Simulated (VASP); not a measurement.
# Al3Cu (Pm-3m) in VASP: a series of runs

Al3Cu is run at these levels: PBEsol; tasks: single point.

Everything below comes from runs of VASP 6.6.1. Logs are shortened: lines on timing, memory, paths and dates and some standing lists are left out, and cuts for length are marked.

**1. The cell of the first run**

The structure is cubic, space group Pm-3m (No. 221). The conventional cell has a = 3.844 Å, b = 3.844 Å, c = 3.844 Å, α = 90.00°, β = 90.00°, γ = 90.00°. Cu (site symmetry m-3m) has 12 Al at 2.72 Å within 3.6 Å. Within 3.6 Å of Al (site symmetry 4/mmm) lie 4 Cu at 2.72 Å and 8 Al at 2.72 Å.

**2. Single point, PBEsol (volume scaled by 0.94)**

INCAR

```
PREC = Accurate
ENCUT = 600
EDIFF = 1E-6
ISMEAR = -1
SIGMA = 0.05
LREAL = False
LASPH = True
NELM = 120
ALGO = Normal
ISIF = 2
LWAVE = False
LCHARG = False
GGA = PS
NBANDS = 18
GGA_COMPAT = False
```

KPOINTS

```
regular mesh
0
Gamma
  7 7 7
```

POSCAR

```
Al3Cu
1.0
    3.8440438081      0.0000000000      0.0000000000
    0.0000000000      3.8440438081      0.0000000000
    0.0000000000      0.0000000000      3.8440438081
Cu Al
1 3
Direct
    0.0000000000      0.0000000000      0.0000000000
    0.5000000000      0.5000000000      0.0000000000
    0.5000000000      0.0000000000      0.5000000000
    0.0000000000      0.5000000000      0.5000000000
```

Potentials or basis: VASP PAW PBE potentials, release 64 (Cu, Al).

Launch:

```
$ cat potpaw_PBE.64/Cu/POTCAR potpaw_PBE.64/Al/POTCAR > POTCAR
$ mpirun -np 1 vasp_std > vasp.out
```

OUTCAR:

```text
PREC = Accurate
   ENCUT = 600
   EDIFF = 1E-6
   ISMEAR = -1
   LREAL = False
   LASPH = True
   NELM = 120
   ISIF = 2
   GGA = PS

 ion  position               nearest neighbor table
   1  0.000  0.000  0.000-   2 2.72   3 2.72   4 2.72   3 2.72   4 2.72   2 2.72   4 2.72   4 2.72
                             2 2.72   3 2.72   3 2.72   2 2.72
   2  0.500  0.500  0.000-   1 2.72   3 2.72   4 2.72   3 2.72   4 2.72   1 2.72   3 2.72   3 2.72
                             1 2.72   4 2.72   4 2.72   1 2.72
   3  0.500  0.000  0.500-   1 2.72   2 2.72   4 2.72   1 2.72   2 2.72   2 2.72   4 2.72   2 2.72
                             1 2.72   4 2.72   1 2.72   4 2.72
   4  0.000  0.500  0.500-   1 2.72   2 2.72   3 2.72   1 2.72   2 2.72   1 2.72   3 2.72   1 2.72
                             2 2.72   3 2.72   2 2.72   3 2.72

  LATTYP: Found a simple cubic cell.
 ALAT       =     3.8440438081

  Lattice vectors:

 A1 = (   3.8440438081,   0.0000000000,   0.0000000000)
 A2 = (   0.0000000000,   3.8440438081,   0.0000000000)
 A3 = (   0.0000000000,   0.0000000000,   3.8440438081)

Analysis of symmetry for initial positions (statically):
=====================================================================
 Subroutine PRICEL returns:
 Original cell was already a primitive cell.

 Routine SETGRP: Setting up the symmetry group for a
 simple cubic supercell.

 Subroutine GETGRP returns: Found 48 space group operations
 (whereof 48 operations were pure point group operations)
 out of a pool of 48 trial point group operations.

The static configuration has the point symmetry O_h .

Analysis of symmetry for dynamics (positions and initial velocities):
=====================================================================
 Subroutine PRICEL returns:
 Original cell was already a primitive cell.

 Routine SETGRP: Setting up the symmetry group for a
 simple cubic supercell.

 Subroutine GETGRP returns: Found 48 space group operations
 (whereof 48 operations were pure point group operations)
 out of a pool of 48 trial point group operations.

The dynamic configuration has the point symmetry O_h .

 Subroutine INISYM returns: Found 48 space group operations
 (whereof 48 operations are pure point group operations),
 and found     1 'primitive' translations

----------------------------------------------------------------------------------------

                                     Primitive cell

  volume of cell :      56.8022

  direct lattice vectors                    reciprocal lattice vectors
     3.844043808  0.000000000  0.000000000     0.260142717  0.000000000  0.000000000
     0.000000000  3.844043808  0.000000000     0.000000000  0.260142717  0.000000000
     0.000000000  0.000000000  3.844043808     0.000000000  0.000000000  0.260142717

  length of vectors
     3.844043808  3.844043808  3.844043808     0.260142717  0.260142717  0.260142717

  position of ions in fractional coordinates (direct lattice)
     0.000000000  0.000000000  0.000000000
     0.500000000  0.500000000  0.000000000
     0.500000000  0.000000000  0.500000000
     0.000000000  0.500000000  0.500000000

  ion indices of the primitive-cell ions
   primitive index   ion index
                 1           1
                 2           2
                 3           3
                 4           4

----------------------------------------------------------------------------------------

 KPOINTS: regular mesh

Automatic generation of k-mesh.
 Grid dimensions read from file:
 generate k-points for:    7    7    7

 Generating k-lattice:

  Cartesian coordinates                     Fractional coordinates (reciprocal lattice)
     0.037163245  0.000000000  0.000000000     0.142857143  0.000000000  0.000000000
     0.000000000  0.037163245  0.000000000     0.000000000  0.142857143  0.000000000
     0.000000000  0.000000000  0.037163245     0.000000000  0.000000000  0.142857143

  Length of vectors
     0.037163245  0.037163245  0.037163245

  Shift w.r.t. Gamma in fractional coordinates (k-lattice)
     0.000000000  0.000000000  0.000000000

 Subroutine IBZKPT returns following result:
 ===========================================

 Found     20 irreducible k-points:

 Following reciprocal coordinates:
            Coordinates               Weight
  0.000000  0.000000  0.000000      1.000000
  0.142857  0.000000  0.000000      6.000000
  0.285714  0.000000  0.000000      6.000000
  0.428571  0.000000  0.000000      6.000000
  0.142857  0.142857  0.000000     12.000000
  0.285714  0.142857  0.000000     24.000000
[... 12 lines left out ...]
  0.428571  0.428571  0.285714     24.000000
  0.428571  0.428571  0.428571      8.000000
   k-points           NKPTS =     20   k-points in BZ     NKDIM =     20   number of bands    NBANDS=     18
   number of dos      NEDOS =    301   number of ions     NIONS =      4
   total plane-waves  NPLWV =  32768
   dimension x,y,z NGX =    32 NGY =   32 NGZ =   32
   dimension x,y,z NGXF=    64 NGYF=   64 NGZF=   64
   ions per type =               1   3
   NGX,Y,Z   is equivalent  to a cutoff of  13.84, 13.84, 13.84 a.u.
   NGXF,Y,Z  is equivalent  to a cutoff of  27.68, 27.68, 27.68 a.u.
 SYSTEM =  unknown system
   PREC   = accura    normal or accurate (medium, high low for compatibility)
   ISTART =      0    job   : 0-new  1-cont  2-samecut
   ICHARG =      2    charge: 1-file 2-atom 10-const
   ISPIN  =      1    spin polarized calculation?
   LNONCOLLINEAR =      F non collinear calculations
   LSORBIT =      F    spin-orbit coupling
   LASPH  =      T    aspherical Exc in radial PAW
   ENCUT  =  600.0 eV  44.10 Ry    6.64 a.u.   7.68  7.68  7.68*2*pi/ulx,y,z
   NELM   =    120;   NELMIN=  2; NELMDL= -5     # of ELM steps
   EDIFF  = 0.1E-05   stopping-criterion for ELM
   LREAL  =      F    real-space projection
   EDIFFG = 0.1E-04   stopping-criterion for IOM
   NSW    =      0    number of steps for IOM
   IBRION =     -1    ionic relax: 0-MD 1-quasi-New 2-CG
   NFREE  =      0    steps in history (QN), initial steepest desc. (CG)
   ISIF   =      2    stress and relaxation
   ISYM   =      2    0-nonsym 1-usesym 2-fastsym
   POTIM  = 0.5000    time-step for ionic-motion
   TEBEG  =    0.0;   TEEND  =   0.0 temperature during run
   PSTRESS=    0.0 pullay stress
   NELECT =      20.0000    total number of electrons
   NUPDOWN=      -1.0000    fix difference up-down
   EMIN   =  10.00;   EMAX   =-10.00  energy-range for DOS
   EFERMI =   0.00;   METHOD = LEGACY
   ISMEAR =    -1;   SIGMA  =   0.05  broadening in eV -4-tet -1-fermi 0-gaus
   EFERMI_NEDOS =   21; number of points for ismear=-14 and -15
   IALGO  =     38    algorithm
   IMIX   =      4    mixing-type and parameters
     AMIX     =   0.40;   BMIX     =  1.00
     AMIX_MAG =   1.60;   BMIX_MAG =  1.00
  volume/ion in A,a.u.               =      14.20        95.83
  Fermi-wavevector in a.u.,A,eV,Ry     =   1.156014  2.184550 18.182402  1.336369
  Thomas-Fermi vector in A             =   2.292638
   LORBIT       =      0    0 simple, 1 ext, 2 COOP (PROOUT), +10 PAW based schemes
   GGA     = PS    functional components
   LHFCALC =     F    Hartree Fock is set to
   AEXX    =    0.0000 exact exchange contribution
   IVDW    =     0    specifies the selected vdW correction
   LEPSILON=     F    determine dielectric tensor
   LRPA    =     F    only Hartree local field effects (RPA)
 non-spin polarized calculation
  energy-cutoff  :      600.00
  volume of cell :       56.80
 maximum number of plane-waves:      1913
 NGX is ok and might be reduce to    32
   NGX = 15   NGY = 15   NGZ = 15

 number of electron      19.9999992 magnetization

 Free energy of the ion-electron system (eV)
  ---------------------------------------------------
  ext. energy  EPLUGINS =         0.00000000
  ---------------------------------------------------
  free energy    TOTEN  =       -16.70029394 eV

  energy without entropy =      -16.69347159  energy(sigma->0) =      -16.69688276

 E-fermi :   8.7569     XC(G=0): -11.0881

 val. band max:        8.6805004659   @ k =   0.1429   0.0000   0.0000
 cond. band min:       8.8833199683   @ k =   0.2857   0.2857   0.2857
 fundamental gap:      0.2028195024
 Fermi energy:         8.7568657410

 k-point     1 :       0.0000    0.0000    0.0000
  band No.  band energies     occupation
      1      -2.7126      2.00000
      2       4.3085      2.00000
      3       4.3085      2.00000
      4       5.0644      2.00000
      5       5.0644      2.00000
      6       5.0644      2.00000
[... 10 lines left out ...]
     17      15.9178      0.00000
     18      15.9178      0.00000

 k-point     2 :       0.1429    0.0000    0.0000
  band No.  band energies     occupation
      1      -2.5073      2.00000
      2       3.8401      2.00000
      3       4.3508      2.00000
      4       4.9488      2.00000
      5       4.9488      2.00000
      6       5.0713      2.00000
[... 10 lines left out ...]
     17      16.0394      0.00000
     18      16.2296      0.00000

 k-point     3 :       0.2857    0.0000    0.0000
  band No.  band energies     occupation
      1      -1.8967      2.00000
      2       2.2168      2.00000
      3       4.4477      2.00000
      4       4.7692      2.00000
      5       4.7692      2.00000
      6       5.0868      2.00000
[... 10 lines left out ...]
     17      16.3704      0.00000
     18      16.8401      0.00000

 k-point     4 :       0.4286    0.0000    0.0000
  band No.  band energies     occupation
      1      -0.9104      2.00000
      2       0.5556      2.00000
      3       4.5272      2.00000
      4       4.6634      2.00000
      5       4.6634      2.00000
      6       5.0992      2.00000
[... 291 lines left out ...]
      4       4.2425      2.00000
      5       4.5587      2.00000
      6       4.6933      2.00000
[... 10 lines left out ...]
     17      18.1130      0.00000
     18      18.7832      0.00000

 k-point    19 :       0.4286    0.4286    0.2857
  band No.  band energies     occupation
      1       1.4896      2.00000
      2       2.8390      2.00000
      3       2.8730      2.00000
      4       3.9834      2.00000
      5       4.6103      2.00000
      6       4.7493      2.00000
[... 10 lines left out ...]
     17      18.9557      0.00000
     18      19.6550      0.00000

 k-point    20 :       0.4286    0.4286    0.4286
  band No.  band energies     occupation
      1       2.3186      2.00000
      2       3.3249      2.00000
      3       3.3249      2.00000
      4       3.9723      2.00000
      5       4.6032      2.00000
      6       4.6518      2.00000
[... 10 lines left out ...]
     17      20.5873      0.00000
     18      21.1253      0.00000

------------------------ aborting loop because EDIFF is reached ----------------------------------------

  FORCE on cell =-STRESS in cart. coord.  units (eV):
  Direction    XX          YY          ZZ          XY          YZ          ZX
  --------------------------------------------------------------------------------------
  -------------------------------------------------------------------------------------
  Total        1.4452921      1.4452921      1.4452921      0.0000000     -0.0000000      0.0000000
  in kB       40.7662931     40.7662931     40.7662931      0.0000000     -0.0000000      0.0000000
  external PRESSURE =      40.7662931 kB  Pullay stress =       0.0000000 kB

 VOLUME and BASIS-vectors are now :
 -----------------------------------------------------------------------------
  energy-cutoff  :      600.00
  volume of cell :       56.80
      direct lattice vectors                 reciprocal lattice vectors
     3.844043808  0.000000000  0.000000000     0.260142717  0.000000000  0.000000000
     0.000000000  3.844043808  0.000000000     0.000000000  0.260142717  0.000000000
     0.000000000  0.000000000  3.844043808     0.000000000  0.000000000  0.260142717

 POSITION                                       TOTAL-FORCE (eV/Angst)
 -----------------------------------------------------------------------------------
      0.00000      0.00000      0.00000         0.000000      0.000000      0.000000
      1.92202      1.92202      0.00000         0.000000      0.000000      0.000000
      1.92202      0.00000      1.92202         0.000000      0.000000      0.000000
      0.00000      1.92202      1.92202         0.000000      0.000000      0.000000
 -----------------------------------------------------------------------------------
    total drift:                                0.000000      0.000000      0.000000

  FREE ENERGIE OF THE ION-ELECTRON SYSTEM (eV)
  ---------------------------------------------------
  free  energy   TOTEN  =       -16.7002939427 eV

  energy  without entropy=      -16.6934715852  energy(sigma->0) =      -16.69688276
```

It took 29 s on 1 thread of Intel Xeon 8259CL, shared host; peak memory 0.18 GiB.

Results:

* Free energy: -16.7003 eV
* Pressure: 4.1 GPa
* Band gap on the k mesh: zero (band 10 reaches 10.72 eV, above the bottom of band 11 at 7.14 eV)

Levels at points of the mesh, in eV from the Fermi level:
```csv
k point,band 8,band 9,band 10,band 11,band 12,band 13
"(0.00, 0.00, 0.00)",-2.42,-2.42,-0.58,0.69,0.69,6.78
```

Caveat: the cell differs from its parent crystal (volume scaled by 0.94); the PAW data sets were made with another functional, which shifts forces and pressure a little.

**3. Single point, PBEsol (volume scaled by 0.96)**

INCAR

```
  PREC = Accurate
  ENCUT = 600
  EDIFF = 1E-6
  ISMEAR = -1
  SIGMA = 0.05
  LREAL = False
  LASPH = True
  NELM = 120
  ALGO = Normal
  ISIF = 2
  LWAVE = False
  LCHARG = True
  GGA = PS
  LELF = True
  LVHAR = True
  NBANDS = 18
  GGA_COMPAT = False
```

KPOINTS is that of step 2.

POSCAR

```
Al3Cu
1.0
    3.8711154311      0.0000000000      0.0000000000
    0.0000000000      3.8711154311      0.0000000000
    0.0000000000      0.0000000000      3.8711154311
Cu Al
1 3
Direct
    0.0000000000      0.0000000000      0.0000000000
    0.5000000000      0.5000000000      0.0000000000
    0.5000000000      0.0000000000      0.5000000000
    0.0000000000      0.5000000000      0.5000000000
```

Potentials or basis: VASP PAW PBE potentials, release 64 (Cu, Al).

Launch:

```
$ cat potpaw_PBE.64/Cu/POTCAR potpaw_PBE.64/Al/POTCAR > POTCAR
$ mpirun -np 1 vasp_std > vasp.out
```

It took 33 s on 1 thread of Intel Xeon 8259CL, shared host; peak memory 0.18 GiB.

The run converged. Its results:

```yaml
Free_energy: -16.7228 eV
Pressure: 1.7 GPa
Band_gap_on_the_k_mesh: zero (band 10 reaches 10.49 eV, above the bottom of band 11 at 6.89 eV)
```

Levels at points of the mesh, in eV from the Fermi level:
| k point | band 7 | band 8 | band 9 | band 10 | band 11 | band 12 | band 13 | band 14 |
| --- | --- | --- | --- | --- | --- | --- | --- | --- |
| (0.00, 0.00, 0.00) | -2.38 | -2.38 | -2.38 | -0.54 | 0.63 | 0.63 | 6.66 | 6.66 |

Caveat: the cell differs from its parent crystal (volume scaled by 0.96); the PAW data sets were made with another functional, which shifts forces and pressure a little.

**4. Single point, PBEsol**

This run uses another cell than the first one, of 15.11 Å³/atom, 1.064 times its volume.

INCAR

```
SYSTEM = Al3Cu
PREC = Accurate
ENCUT = 600
EDIFF = 1E-6
ISMEAR = -1
SIGMA = 0.05
LREAL = .FALSE.
LASPH = .TRUE.
NELM = 120
ALGO = Normal
ISIF = 2
LWAVE = .FALSE.
LCHARG = .FALSE.
GGA = PS
NBANDS = 18
GGA_COMPAT = .FALSE.
```

KPOINTS

```
regular mesh
0
G
  7 7 7
  0 0 0
```

POSCAR

```
Al3Cu
1.0
    3.9241510000      0.0000000000      0.0000000000
    0.0000000000      3.9241510000      0.0000000000
    0.0000000000      0.0000000000      3.9241510000
Cu Al
1 3
Direct
    0.0000000000      0.0000000000      0.0000000000
    0.5000000000      0.5000000000      0.0000000000
    0.5000000000      0.0000000000      0.5000000000
    0.0000000000      0.5000000000      0.5000000000
```

Launch:

```
$ cat potpaw_PBE.64/Cu/POTCAR potpaw_PBE.64/Al/POTCAR > POTCAR
$ mpirun -np 1 vasp_std > vasp.out
```

It took 35 s on 1 thread of Intel Xeon 8259CL, shared host; peak memory 0.18 GiB.

The run converged. Its results:

* Free energy: -16.7182 eV
* Pressure: -2.4 GPa
* Band gap on the k mesh: zero (band 10 reaches 10.06 eV, above the bottom of band 11 at 6.43 eV)

Levels at points of the mesh, in eV from the Fermi level:
| k point | band 7 | band 8 | band 9 | band 10 | band 11 | band 12 | band 13 | band 14 |
| --- | --- | --- | --- | --- | --- | --- | --- | --- |
| (0.00, 0.00, 0.00) | -2.30 | -2.30 | -2.30 | -0.48 | 0.52 | 0.52 | 6.44 | 6.44 |

Caveat: the PAW data sets were made with another functional, which shifts forces and pressure a little.

**5. Single point, PBEsol (volume scaled by 0.98)**

INCAR

```
PREC = Accurate
ENCUT = 600
EDIFF = 1E-6
ISMEAR = -1
SIGMA = 0.05
LREAL = False
LASPH = True
NELM = 120
ALGO = Normal
ISIF = 2
LWAVE = False
LCHARG = True
GGA = PS
LELF = True
LVHAR = True
NBANDS = 18
GGA_COMPAT = False
```

KPOINTS

```
regular mesh
0
Gamma
  7 7 7
```

POSCAR

```
Al3Cu
1.0
    3.8978136225      0.0000000000      0.0000000000
    0.0000000000      3.8978136225      0.0000000000
    0.0000000000      0.0000000000      3.8978136225
Cu Al
1 3
Direct
    0.0000000000      0.0000000000      0.0000000000
    0.5000000000      0.5000000000      0.0000000000
    0.5000000000      0.0000000000      0.5000000000
    0.0000000000      0.5000000000      0.5000000000
```

Launch:

```
$ cat potpaw_PBE.64/Cu/POTCAR potpaw_PBE.64/Al/POTCAR > POTCAR
$ mpirun -np 1 vasp_std > vasp.out
```

Wall time 44 s (1 thread of Intel Xeon 8259CL, shared host); peak memory 0.18 GiB.

The run converged. Its results:

| Property | Result |
| --- | --- |
| Free energy | -16.7281 eV |
| Pressure | -0.5 GPa |
| Band gap on the k mesh | zero (band 10 reaches 10.27 eV, above the bottom of band 11 at 6.66 eV) |

Levels at points of the mesh, in eV from the Fermi level:
```csv
k point,band 8,band 9,band 10,band 11,band 12,band 13
"(0.00, 0.00, 0.00)",-2.34,-2.34,-0.51,0.57,0.57,6.55
```

Caveat: the cell differs from its parent crystal (volume scaled by 0.98); the PAW data sets were made with another functional, which shifts forces and pressure a little.

**6. Single point, PBEsol**

This run uses another cell than the first one, of 15.11 Å³/atom, 1.064 times its volume.

INCAR

```
  PREC = Accurate
  ENCUT = 600
  EDIFF = 1E-6
  ISMEAR = -1
  SIGMA = 0.05
  LREAL = False
  LASPH = True
  NELM = 120
  ALGO = Normal
  ISIF = 2
  LWAVE = False
  LCHARG = False
  GGA = PS
  NBANDS = 18
  GGA_COMPAT = False
```

KPOINTS is that of step 5.

POSCAR

```
Al3Cu
1.0
    3.9241510000      0.0000000000      0.0000000000
    0.0000000000      3.9241510000      0.0000000000
    0.0000000000      0.0000000000      3.9241510000
Cu Al
1 3
Direct
    0.0000000000      0.0000000000      0.0000000000
    0.5000000000      0.5000000000      0.0000000000
    0.5000000000      0.0000000000      0.5000000000
    0.0000000000      0.5000000000      0.5000000000
```

Potentials or basis: VASP PAW PBE potentials, release 64 (Cu, Al).

Launch:

```
$ cat potpaw_PBE.64/Cu/POTCAR potpaw_PBE.64/Al/POTCAR > POTCAR
$ mpirun -np 1 vasp_std > vasp.out
```

Run time: 44 s. Hardware: 1 thread of Intel Xeon 8259CL, shared host; peak memory 0.18 GiB.

It converged, with:

```
Free energy            : -16.7182 eV
Pressure               : -2.4 GPa
Band gap on the k mesh : zero (band 10 reaches 10.06 eV, above the bottom of band 11 at 6.43 eV)
```

Levels at points of the mesh, in eV from the Fermi level:
| k point | band 6 | band 7 | band 8 | band 9 | band 10 | band 11 | band 12 | band 13 | band 14 | band 15 |
| --- | --- | --- | --- | --- | --- | --- | --- | --- | --- | --- |
| (0.00, 0.00, 0.00) | -3.47 | -2.30 | -2.30 | -2.30 | -0.48 | 0.52 | 0.52 | 6.44 | 6.44 | 6.44 |

Caveat: the PAW data sets were made with another functional, which shifts forces and pressure a little.

**7. Summary**

| cell | gap on the mesh (eV) | pressure (GPa) |
| --- | --- | --- |
| a = 3.844 Å, 4 atoms | none | 4.1 |
| a = 3.871 Å, 4 atoms | none | 1.7 |
| a = 3.924 Å, 4 atoms | none | -2.4 |
| a = 3.898 Å, 4 atoms | none | -0.5 |

Alike in all rows: task single point; level PBEsol; potentials or basis VASP PAW PBE potentials, release 64 (Cu, Al); no spin polarisation; k mesh 7 × 7 × 7; cutoff (eV) 600; smearing fermi-dirac 0.05 eV.

Caveats: the PAW data sets were made with another functional, which shifts forces and pressure a little.

Total energies depend on the potentials used, so only differences within one code and one set of settings carry meaning.
